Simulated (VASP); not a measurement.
Here is a VASP 6.6.1 calculation.

INCAR

```
ALGO = Normal
EDIFF = 1E-6
ENCUT = 520
GGA = PE
ISIF = 2
ISMEAR = 0
LASPH = T
LCHARG = F
LREAL = F
LWAVE = F
NBANDS = 14
NELM = 80
PREC = Accurate
SIGMA = 0.012
```

The input KPOINTS:

```
k-points
0
Gamma
  10 10 10
```

Contents of POSCAR:

```
HfB
1.0
    0.0000000000      2.3100000000      2.3100000000
    2.3100000000      0.0000000000      2.3100000000
    2.3100000000      2.3100000000      0.0000000000
Hf B
1 1
Direct
    0.5000000000      0.5000000000      0.5000000000
    0.0000000000      0.0000000000      0.0000000000
```

Potentials or basis: VASP PAW PBE potentials, release 64 (Hf_pv, B).

Run with:

```sh
$ cat potpaw_PBE.64/Hf_pv/POTCAR potpaw_PBE.64/B/POTCAR > POTCAR
$ mpirun -np 1 vasp_std > vasp.out
```

Estimate the pressure.

30.2 GPa.
